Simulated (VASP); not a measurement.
# Zr4Cl (Pm-3m) in VASP: further runs

The runs below take Zr4Cl through single point, relaxation of cell and atoms, with PBE.

Everything below comes from runs of VASP 6.6.1. Logs are shortened: lines on timing, memory, paths and dates and some standing lists are left out, and cuts for length are marked.

**1. The cell of the first run**

The structure is cubic, space group Pm-3m (No. 221). Conventional cell: a = 4.831 Å, b = 4.831 Å, c = 4.831 Å, α = 90.00°, β = 90.00°, γ = 90.00°. Zr (site symmetry 4/mmm) has 2 Cl at 2.42 Å within 3.2 Å. Within 4.5 Å of Zr (site symmetry m-3m) lie 12 Zr at 3.42 Å and 8 Cl at 4.18 Å. Within 3.2 Å of Cl (site symmetry m-3m) lie 6 Zr at 2.42 Å.

The cell was generated, and may not be a known phase.

**2. Single point, PBE**

Contents of INCAR:

```
  PREC = Accurate
  ENCUT = 520
  EDIFF = 1E-6
  ISMEAR = 0
  SIGMA = 0.1
  LREAL = F
  LASPH = T
  NELM = 80
  ALGO = Normal
  ISIF = 2
  LWAVE = F
  LCHARG = F
  GGA = PE
  NBANDS = 36
```

Contents of KPOINTS:

```
Automatic mesh
0
Gamma
  8 8 8
```

Contents of POSCAR:

```
Zr4Cl
1.0
    4.8305927924      0.0000000000      0.0000000000
    0.0000000000      4.8305927924      0.0000000000
    0.0000000000      0.0000000000      4.8305927924
Zr Cl
4 1
Direct
    0.5000000000      0.0000000000      0.0000000000
    0.0000000000      0.5000000000      0.0000000000
    0.0000000000      0.0000000000      0.5000000000
    0.5000000000      0.5000000000      0.5000000000
    0.0000000000      0.0000000000      0.0000000000
```

Potentials or basis: VASP PAW PBE potentials, release 64 (Zr_sv, Cl).

Command:

```bash
> cat potpaw_PBE.64/Zr_sv/POTCAR potpaw_PBE.64/Cl/POTCAR > POTCAR
> mpirun -np 1 vasp_std > vasp.out
```

OUTCAR:

```text
PREC = Accurate
   ENCUT = 520
   EDIFF = 1E-6
   ISMEAR = 0
   LREAL = F
   LASPH = T
   NELM = 80
   ISIF = 2
   GGA = PE

 ion  position               nearest neighbor table
   1  0.500  0.000  0.000-   5 2.42   5 2.42   4 3.42   2 3.42   3 3.42   4 3.42   2 3.42   4 3.42
                             4 3.42   2 3.42   3 3.42   3 3.42   3 3.42   2 3.42
   2  0.000  0.500  0.000-   5 2.42   5 2.42   4 3.42   1 3.42   3 3.42   4 3.42   1 3.42   3 3.42
                             3 3.42   3 3.42   1 3.42   4 3.42   4 3.42   1 3.42
   3  0.000  0.000  0.500-   5 2.42   5 2.42   4 3.42   1 3.42   1 3.42   2 3.42   2 3.42   2 3.42
                             4 3.42   2 3.42   1 3.42   4 3.42   1 3.42   4 3.42
   4  0.500  0.500  0.500-   1 3.42   2 3.42   3 3.42   1 3.42   2 3.42   1 3.42   3 3.42   1 3.42
                             2 3.42   3 3.42   2 3.42   3 3.42
   5  0.000  0.000  0.000-   1 2.42   2 2.42   3 2.42   3 2.42   2 2.42   1 2.42

  LATTYP: Found a simple cubic cell.
 ALAT       =     4.8305927924

  Lattice vectors:

 A1 = (   4.8305927924,   0.0000000000,   0.0000000000)
 A2 = (   0.0000000000,   4.8305927924,   0.0000000000)
 A3 = (   0.0000000000,   0.0000000000,   4.8305927924)

Analysis of symmetry for initial positions (statically):
=====================================================================
 Subroutine PRICEL returns:
 Original cell was already a primitive cell.

 Routine SETGRP: Setting up the symmetry group for a
 simple cubic supercell.

 Subroutine GETGRP returns: Found 48 space group operations
 (whereof 48 operations were pure point group operations)
 out of a pool of 48 trial point group operations.

The static configuration has the point symmetry O_h .

Analysis of symmetry for dynamics (positions and initial velocities):
=====================================================================
 Subroutine PRICEL returns:
 Original cell was already a primitive cell.

 Routine SETGRP: Setting up the symmetry group for a
 simple cubic supercell.

 Subroutine GETGRP returns: Found 48 space group operations
 (whereof 48 operations were pure point group operations)
 out of a pool of 48 trial point group operations.

The dynamic configuration has the point symmetry O_h .

 Subroutine INISYM returns: Found 48 space group operations
 (whereof 48 operations are pure point group operations),
 and found     1 'primitive' translations

----------------------------------------------------------------------------------------

                                     Primitive cell

  volume of cell :     112.7201

  direct lattice vectors                    reciprocal lattice vectors
     4.830592792  0.000000000  0.000000000     0.207013930  0.000000000  0.000000000
     0.000000000  4.830592792  0.000000000     0.000000000  0.207013930  0.000000000
     0.000000000  0.000000000  4.830592792     0.000000000  0.000000000  0.207013930

  length of vectors
     4.830592792  4.830592792  4.830592792     0.207013930  0.207013930  0.207013930

  position of ions in fractional coordinates (direct lattice)
     0.500000000  0.000000000  0.000000000
     0.000000000  0.500000000  0.000000000
     0.000000000  0.000000000  0.500000000
     0.500000000  0.500000000  0.500000000
     0.000000000  0.000000000  0.000000000

  ion indices of the primitive-cell ions
   primitive index   ion index
                 1           1
                 2           2
                 3           3
                 4           4
                 5           5

----------------------------------------------------------------------------------------

 KPOINTS: Automatic mesh

Automatic generation of k-mesh.
 Grid dimensions read from file:
 generate k-points for:    8    8    8

 Generating k-lattice:

  Cartesian coordinates                     Fractional coordinates (reciprocal lattice)
     0.025876741  0.000000000  0.000000000     0.125000000  0.000000000  0.000000000
     0.000000000  0.025876741  0.000000000     0.000000000  0.125000000  0.000000000
     0.000000000  0.000000000  0.025876741     0.000000000  0.000000000  0.125000000

  Length of vectors
     0.025876741  0.025876741  0.025876741

  Shift w.r.t. Gamma in fractional coordinates (k-lattice)
     0.000000000  0.000000000  0.000000000

 Subroutine IBZKPT returns following result:
 ===========================================

 Found     35 irreducible k-points:

 Following reciprocal coordinates:
            Coordinates               Weight
  0.000000  0.000000  0.000000      1.000000
  0.125000  0.000000  0.000000      6.000000
  0.250000  0.000000  0.000000      6.000000
  0.375000  0.000000  0.000000      6.000000
  0.500000  0.000000  0.000000      3.000000
  0.125000  0.125000  0.000000     12.000000
[... 16 lines left out ...]
  0.375000  0.375000  0.125000     24.000000
  0.500000  0.375000  0.125000     24.000000
 [... further k-points ...]
   k-points           NKPTS =     35   k-points in BZ     NKDIM =     35   number of bands    NBANDS=     36
   number of dos      NEDOS =    301   number of ions     NIONS =      5
   total plane-waves  NPLWV =  46656
   dimension x,y,z NGX =    36 NGY =   36 NGZ =   36
   dimension x,y,z NGXF=    72 NGYF=   72 NGZF=   72
   ions per type =               4   1
   NGX,Y,Z   is equivalent  to a cutoff of  12.39, 12.39, 12.39 a.u.
   NGXF,Y,Z  is equivalent  to a cutoff of  24.78, 24.78, 24.78 a.u.
 SYSTEM =  unknown system
   PREC   = accura    normal or accurate (medium, high low for compatibility)
   ISTART =      0    job   : 0-new  1-cont  2-samecut
   ICHARG =      2    charge: 1-file 2-atom 10-const
   ISPIN  =      1    spin polarized calculation?
   LNONCOLLINEAR =      F non collinear calculations
   LSORBIT =      F    spin-orbit coupling
   LASPH  =      T    aspherical Exc in radial PAW
   ENCUT  =  520.0 eV  38.22 Ry    6.18 a.u.   8.98  8.98  8.98*2*pi/ulx,y,z
   NELM   =     80;   NELMIN=  2; NELMDL= -5     # of ELM steps
   EDIFF  = 0.1E-05   stopping-criterion for ELM
   LREAL  =      F    real-space projection
   EDIFFG = 0.1E-04   stopping-criterion for IOM
   NSW    =      0    number of steps for IOM
   IBRION =     -1    ionic relax: 0-MD 1-quasi-New 2-CG
   NFREE  =      0    steps in history (QN), initial steepest desc. (CG)
   ISIF   =      2    stress and relaxation
   ISYM   =      2    0-nonsym 1-usesym 2-fastsym
   POTIM  = 0.5000    time-step for ionic-motion
   TEBEG  =    0.0;   TEEND  =   0.0 temperature during run
   PSTRESS=    0.0 pullay stress
   NELECT =      55.0000    total number of electrons
   NUPDOWN=      -1.0000    fix difference up-down
   EMIN   =  10.00;   EMAX   =-10.00  energy-range for DOS
   EFERMI =   0.00;   METHOD = LEGACY
   ISMEAR =     0;   SIGMA  =   0.10  broadening in eV -4-tet -1-fermi 0-gaus
   EFERMI_NEDOS =   21; number of points for ismear=-14 and -15
   IALGO  =     38    algorithm
   IMIX   =      4    mixing-type and parameters
     AMIX     =   0.40;   BMIX     =  1.00
     AMIX_MAG =   1.60;   BMIX_MAG =  1.00
  volume/ion in A,a.u.               =      22.54       152.13
  Fermi-wavevector in a.u.,A,eV,Ry     =   1.288829  2.435534 22.600368  1.661080
  Thomas-Fermi vector in A             =   2.420759
   LORBIT       =      0    0 simple, 1 ext, 2 COOP (PROOUT), +10 PAW based schemes
   GGA     = PE    functional components
   LHFCALC =     F    Hartree Fock is set to
   AEXX    =    0.0000 exact exchange contribution
   IVDW    =     0    specifies the selected vdW correction
   LEPSILON=     F    determine dielectric tensor
   LRPA    =     F    only Hartree local field effects (RPA)
 non-spin polarized calculation
 Gauss-broadening in eV      SIGMA  =   0.10
  energy-cutoff  :      520.00
  volume of cell :      112.72
 maximum number of plane-waves:      3060
 NGX is ok and might be reduce to    36
   NGX = 17   NGY = 17   NGZ = 17

 number of electron      55.0000000 magnetization

 Free energy of the ion-electron system (eV)
  ---------------------------------------------------
  ext. energy  EPLUGINS =         0.00000000
  ---------------------------------------------------
  free energy    TOTEN  =       -36.61137244 eV

  energy without entropy =      -36.59997479  energy(sigma->0) =      -36.60567361

 E-fermi :   8.7081     XC(G=0): -10.8619

 val. band max:        8.6746899259   @ k =   0.5000   0.5000   0.3750
 cond. band min:       8.7202683437   @ k =   0.5000   0.1250   0.0000
 fundamental gap:      0.0455784178
 Fermi energy:         8.7080567780

 k-point     1 :       0.0000    0.0000    0.0000
  band No.  band energies     occupation
      1     -40.5211      2.00000
      2     -40.4293      2.00000
      3     -40.4292      2.00000
      4     -40.4292      2.00000
      5     -18.9948      2.00000
      6     -18.9948      2.00000
[... 28 lines left out ...]
     35      12.1073      0.00000
     36      12.1073      0.00000

 k-point     2 :       0.1250    0.0000    0.0000
  band No.  band energies     occupation
      1     -40.5177      2.00000
      2     -40.4327      2.00000
      3     -40.4292      2.00000
      4     -40.4292      2.00000
      5     -19.0001      2.00000
      6     -18.9882      2.00000
[... 28 lines left out ...]
     35      11.9752      0.00000
     36      12.0561      0.00000

 k-point     3 :       0.2500    0.0000    0.0000
  band No.  band energies     occupation
      1     -40.5078      2.00000
      2     -40.4425      2.00000
      3     -40.4291      2.00000
      4     -40.4290      2.00000
      5     -19.0151      2.00000
      6     -18.9714      2.00000
[... 28 lines left out ...]
     35      11.6266      0.00000
     36      11.6980      0.00000
[... 742 lines left out ...]
 k-point    23 :       0.3750    0.3750    0.1250
  band No.  band energies     occupation
      1     -40.4721      2.00000
      2     -40.4499      2.00000
      3     -40.4467      2.00000
      4     -40.4382      2.00000
      5     -19.3815      2.00000
      6     -18.8649      2.00000
[... 28 lines left out ...]
     35      10.9296      0.00000
     36      11.5492      0.00000

 k-point    24 :       0.5000    0.3750    0.1250
  band No.  band energies     occupation
      1     -40.4629      2.00000
      2     -40.4577      2.00000
      3     -40.4450      2.00000
      4     -40.4412      2.00000
      5     -19.4109      2.00000
      6     -18.8585      2.00000
[... 28 lines left out ...]
     35      10.8689      0.00000
     36      11.1770      0.00000

 [... further k-points ...]

------------------------ aborting loop because EDIFF is reached ----------------------------------------

  FORCE on cell =-STRESS in cart. coord.  units (eV):
  Direction    XX          YY          ZZ          XY          YZ          ZX
  --------------------------------------------------------------------------------------
  -------------------------------------------------------------------------------------
  Total        0.0824375      0.0824375      0.0824375     -0.0000000     -0.0000000      0.0000000
  in kB        1.1717472      1.1717472      1.1717472     -0.0000000     -0.0000000      0.0000000
  external PRESSURE =       1.1717472 kB  Pullay stress =       0.0000000 kB

 VOLUME and BASIS-vectors are now :
 -----------------------------------------------------------------------------
  energy-cutoff  :      520.00
  volume of cell :      112.72
      direct lattice vectors                 reciprocal lattice vectors
     4.830592792  0.000000000  0.000000000     0.207013930  0.000000000  0.000000000
     0.000000000  4.830592792  0.000000000     0.000000000  0.207013930  0.000000000
     0.000000000  0.000000000  4.830592792     0.000000000  0.000000000  0.207013930

 POSITION                                       TOTAL-FORCE (eV/Angst)
 -----------------------------------------------------------------------------------
      2.41530      0.00000      0.00000         0.000000      0.000000      0.000000
      0.00000      2.41530      0.00000         0.000000      0.000000      0.000000
      0.00000      0.00000      2.41530         0.000000      0.000000      0.000000
      2.41530      2.41530      2.41530         0.000000      0.000000      0.000000
      0.00000      0.00000      0.00000         0.000000      0.000000      0.000000
 -----------------------------------------------------------------------------------
    total drift:                                0.000000      0.000000     -0.000000

  FREE ENERGIE OF THE ION-ELECTRON SYSTEM (eV)
  ---------------------------------------------------
  free  energy   TOTEN  =       -36.6113724415 eV

  energy  without entropy=      -36.5999747856  energy(sigma->0) =      -36.60567361
```

Run time: 51 s. Hardware: 1 thread of AMD EPYC 9R45 (Zen 5), shared host; peak memory 0.24 GiB.

What came out:

* Free energy: -36.6114 eV
* Pressure: 0.1 GPa
* Band gap on the k mesh: zero (an odd number of electrons rules out a gap without spin polarisation)

**3. Single point, PBE, collinear spin**

Contents of INCAR:

```
SYSTEM = Zr4Cl
ALGO = Normal ; EDIFF = 1E-6
ENCUT = 520 ; GGA = PE
ISIF = 2 ; ISMEAR = 0
ISPIN = 2 ; LASPH = .True.
LCHARG = .True. ; LELF = .True.
LMAXMIX = 4 ; LORBIT = 11
LREAL = .False. ; LVHAR = .True.
LWAVE = .False. ; MAGMOM = 1 1 1 1 0
NBANDS = 40 ; NELM = 150
PREC = Accurate ; SIGMA = 0.1
```

Contents of KPOINTS:

```
k-points
0
Gamma
  4 4 4
  0 0 0
```

POSCAR: that of step 2 with these lines changed.

```diff
@@ -2,5 +2,5 @@
 1.0
-    4.8305927924      0.0000000000      0.0000000000
-    0.0000000000      4.8305927924      0.0000000000
-    0.0000000000      0.0000000000      4.8305927924
+    4.8288199961      0.0000000000      0.0000000000
+    0.0000000000      4.8288199961      0.0000000000
+    0.0000000000      0.0000000000      4.8288199961
 Zr Cl
```

Potentials or basis: VASP PAW PBE potentials, release 64 (Zr_sv, Cl).

Command:

```bash
> cat potpaw_PBE.64/Zr_sv/POTCAR potpaw_PBE.64/Cl/POTCAR > POTCAR
> mpirun -np 1 vasp_std > vasp.out
```

It took 40 s on 1 thread of AMD EPYC 9R45 (Zen 5), shared host; peak memory 0.24 GiB.

The run converged. Its results:

```yaml
Free_energy: -36.6081 eV
Pressure: 0.1 GPa
Net_moment: 0.00 μB per cell
Valence_electrons_inside_the_program's_atomic_spheres: Zr 9.81, 9.60 (each value once); Cl 5.18
```

Levels at points of the mesh, in eV from the Fermi level:
Spin up:
```tsv
k point	band 25	band 26	band 27	band 28	band 29	band 30
(0.00, 0.00, 0.00)	-2.50	-2.50	0.20	0.20	0.20	0.50
(0.50, 0.00, 0.00)	-1.42	-1.42	-0.81	0.24	0.24	0.60
(0.50, 0.50, 0.00)	-1.33	-1.29	-0.59	-0.17	0.10	0.10
(0.50, 0.50, 0.50)	0.07	0.07	0.07	0.28	0.28	0.28
```
Spin down:
| k point | band 23 | band 24 | band 25 | band 26 | band 27 | band 28 | band 29 | band 30 | band 31 | band 32 |
| --- | --- | --- | --- | --- | --- | --- | --- | --- | --- | --- |
| (0.00, 0.00, 0.00) | -2.77 | -2.77 | -2.50 | -2.50 | 0.20 | 0.20 | 0.20 | 0.50 | 0.50 | 2.97 |
| (0.50, 0.00, 0.00) | -2.23 | -1.48 | -1.42 | -1.42 | -0.81 | 0.24 | 0.24 | 0.60 | 0.61 | 1.35 |
| (0.50, 0.50, 0.00) | -1.57 | -1.33 | -1.33 | -1.29 | -0.59 | -0.17 | 0.10 | 0.10 | 1.39 | 1.47 |
| (0.50, 0.50, 0.50) | -1.81 | -1.81 | 0.07 | 0.07 | 0.07 | 0.28 | 0.28 | 0.28 | 0.61 | 0.61 |

(Part 1 of 2 ends here.)

The gap in the log of VASP goes by the Fermi energy; the results here count the filled bands.